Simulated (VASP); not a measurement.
**Sr2SnN2: single point with PBE**

The system is Sr2SnN2.

```
Sn Sr N
1.0
    -1.90128    1.90128    6.80101
     1.90128   -1.90128    6.80101
     1.90128    1.90128   -6.80101
Sn Sr N
1 2 2
Direct
  0.50000 0.50000 0.00000
  0.83986 0.83986 0.00000
  0.16014 0.16014 0.00000
  0.34753 0.34753 0.00000
  0.65247 0.65247 0.00000
```

- Program: VASP 6.6.1
- Task: single point
- Functional: PBE
- Potentials or basis: VASP PAW PBE potentials, release 64 (Sn_d, Sr_sv, N)
- Cutoff: 520 eV
- k mesh: 10 × 10 × 10
- Occupations: fermi-dirac, width 0.05 eV
- Spin: no spin polarisation

The pressure is 2.7 GPa, the largest force is 0.149 eV/Å and the band gap on the k mesh is zero (bands 22 and 23 overlap by 0.31 eV).

Forces on the atoms (eV/Å):
```
Sn   0.000  0.000  0.000
Sr   0.000  0.000  0.064
Sr   0.000  0.000 -0.064
N    0.000  0.000 -0.149
N    0.000  0.000  0.149
```

Stress tensor (GPa, compression positive):
```
2.35 0.00 0.00
0.00 2.35 0.00
0.00 0.00 3.43
```

Levels at points of the mesh, in eV from the Fermi level:
```csv
k point,band 19,band 20,band 21,band 22,band 23,band 24,band 25,band 26
"(0.00, 0.00, 0.00)",-1.58,-1.30,-1.01,-1.01,1.70,2.69,3.02,3.02
"(0.50, 0.00, 0.00)",-2.93,-2.40,-2.00,-1.02,0.45,4.20,4.47,4.58
"(0.50, 0.50, 0.00)",-2.90,-1.59,-1.46,-0.63,0.45,1.09,2.28,2.59
"(0.50, 0.50, 0.50)",-1.48,-1.00,-1.00,0.16,1.45,2.12,2.12,2.76
```

Run time: 23 min on 1 thread of Intel Xeon 8259CL (shared host), peak memory 0.57 GiB.

Caveat: spin-orbit coupling is left out, which moves the levels of the heavy elements.
